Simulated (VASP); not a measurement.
Set up this calculation in VASP 6.6.1, as the native input.

```yaml
Task: relaxation of cell and atoms
Functional: PBE
Potentials_or_basis: VASP PAW PBE potentials, release 64 (I)
Cutoff: 600 eV
k_mesh: 9 × 9 × 4
Occupations: gaussian, width 0.01 eV
Spin: no spin polarisation
Dipole_correction: no
Further_INCAR_settings: ALGO = Normal; EDIFF = 1e-06; IBRION = 2; EDIFFG = -0.01; NSW = 100; ISIF = 3
```

The structure of I lies in POSCAR:

```
I
1.0
    4.7704921862      0.0000000000      0.0000000000
   -2.3852460931      4.1313674218      0.0000000000
    0.0000000000      0.0000000000     10.8339725520
I
4
Direct
    0.3333333333      0.6666666667      0.1237831356
    0.6666666667      0.3333333333      0.6237831356
    0.3333333333      0.6666666667      0.3762168644
    0.6666666667      0.3333333333      0.8762168644
```

One way to write it, as run:

INCAR

```
PREC = Accurate ; ENCUT = 600
EDIFF = 1E-6 ; ISMEAR = 0
SIGMA = 0.01 ; LREAL = F
LASPH = T ; NELM = 100
ALGO = Normal ; ISIF = 3
LWAVE = F ; LCHARG = F
GGA = PE ; IBRION = 2
NSW = 100 ; EDIFFG = -0.01
```

KPOINTS

```
Automatic mesh
0
Gamma
  9 9 4
```

Potentials or basis: VASP PAW PBE potentials, release 64 (I).

Run with:

```sh
$ cat potpaw_PBE.64/I/POTCAR > POTCAR
$ mpirun -np 1 vasp_std > vasp.out
```

It gave:

| Property | Result |
| --- | --- |
| Relaxed volume | 55.03 Å³/atom |
| Relaxed cell | a = 4.851 Å, b = 4.851 Å, c = 10.802 Å, α = 90.00°, β = 90.00°, γ = 120.00° |
| Space group after relaxing (to 0.05 Å) | P6_3/mmc (No. 194) |
| Energy gained by relaxing | 0.3 meV/atom |
| Ionic steps | 6 |
| Pressure after relaxing | 0.0 GPa |
| Band gap on the k mesh | 0.33 eV, indirect (least direct gap 0.38 eV) |

Caveat: spin-orbit coupling is left out, which moves the levels of the heavy elements.

Run time: 13 min on 1 thread of Oxide Virtual Turin-like Processor, on a shared host, peak memory 0.44 GiB.
